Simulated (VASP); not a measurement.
Br, 1 atom in the cell. It takes space group Immm (No. 71, orthorhombic). The conventional cell has a = 2.574 Å, b = 3.440 Å, c = 7.156 Å, α = 90.00°, β = 90.00°, γ = 90.00°. Br (site symmetry mmm) has 2 Br at 2.57 Å within 3.4 Å. 

```yaml
Program: VASP 6.6.1
Task: single point
Functional: PBE
Potentials_or_basis: VASP PAW PBE potentials, release 64 (Br)
Cutoff: 500 eV
k_mesh: 4 × 4 × 4
Occupations: methfessel-paxton, width 0.015 eV
Spin: no spin polarisation
Dipole_correction: no
Further_INCAR_settings: ALGO = Normal; EDIFF = 1e-06; NBANDS = 10
```

Potentials or basis: VASP PAW PBE potentials, release 64 (Br).

Command:

```console
$ cat potpaw_PBE.64/Br/POTCAR > POTCAR
$ mpirun -np 1 vasp_std > vasp.out
```

Hardware: 1 thread of Intel(R) Xeon(R) 6975P-C (Granite Rapids), with other jobs on the host.

**Question.** How long does it take, and how much memory?

**Answer.** It took 6.6 s on 1 thread of Intel(R) Xeon(R) 6975P-C (Granite Rapids), on a shared host, peak memory 0.15 GiB. Counts: scf iterations 14, k points 18.
